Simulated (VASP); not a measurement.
Write the native input for VASP 6.6.1 that does the following.

```yaml
Task: single point
Functional: PBE
Potentials_or_basis: VASP PAW PBE potentials, release 64 (Ta_pv, Al, N)
Cutoff: 520 eV
k_mesh: 4 × 4 × 4
Occupations: gaussian, width 0.1 eV
Spin: collinear spin
Starting_moments: "[1.0, 1.0, 0.0, 0.0, 0.0, 0.0, 0.0, 0.0, 0.0, 0.0, 0.0, 0.0] μB"
Dipole_correction: no
Further_INCAR_settings: ALGO = Normal; EDIFF = 1e-06; NBANDS = 48
```

The structure of TaAl2N3 lies in POSCAR:

```
TaAl2N3
1.0
    4.5867958321     -2.5631935639      0.0000000000
    4.5867958321      2.5631935639      0.0000000000
   -0.0923209865      0.0000000000      5.3601461949
Ta Al N
2 4 6
Direct
    0.9881446614      0.0177012822      0.0097588980
    0.0177012822      0.9881446614      0.5097588980
    0.3308759061      0.3316620220      0.7575477814
    0.3316620220      0.3308759061      0.2575477814
    0.6713609673      0.6738248505      0.7518729523
    0.6738248505      0.6713609673      0.2518729523
    0.9980483966      0.3983450007      0.0138833678
    0.0082569080      0.6008327425      0.5165880348
    0.6008327425      0.0082569080      0.0165880348
    0.3983450007      0.9980483966      0.5138833678
    0.3807639241      0.6296959808      0.9544750850
    0.6296959808      0.3807639241      0.4544750850
```

The input as run:

INCAR

```
SYSTEM = TaAl2N3
PREC = Accurate
ENCUT = 520
EDIFF = 1E-6
ISMEAR = 0
SIGMA = 0.1
LREAL = .False.
LASPH = .True.
NELM = 150
ALGO = Normal
ISIF = 2
LWAVE = .False.
LCHARG = .False.
ISPIN = 2
MAGMOM = 1 1 0 0 0 0 0 0 0 0 0 0
LORBIT = 11
LMAXMIX = 4
GGA = PE
NBANDS = 48
```

KPOINTS

```
Automatic mesh
0
Gamma
  4 4 4
  0 0 0
```

Potentials or basis: VASP PAW PBE potentials, release 64 (Ta_pv, Al, N).

Run with:

```console
$ cat potpaw_PBE.64/Ta_pv/POTCAR potpaw_PBE.64/Al/POTCAR potpaw_PBE.64/N/POTCAR > POTCAR
$ mpirun -np 1 vasp_std > vasp.out
```

It gave:

The pressure is 0.3 GPa and the largest force is 0.441 eV/Å. The band gap on the k mesh is zero (filled and empty bands overlap), the net moment is 0.00 μB per cell and the valence electrons inside the program's atomic spheres are Ta 9.08; Al 0.67; N 3.80, 3.79, 3.76 (each value once).

Caveat: spin-orbit coupling is left out, which moves the levels of the heavy elements.

It took 8.9 min on 1 thread of AMD EPYC 7R13, with other jobs on the host, peak memory 0.39 GiB.
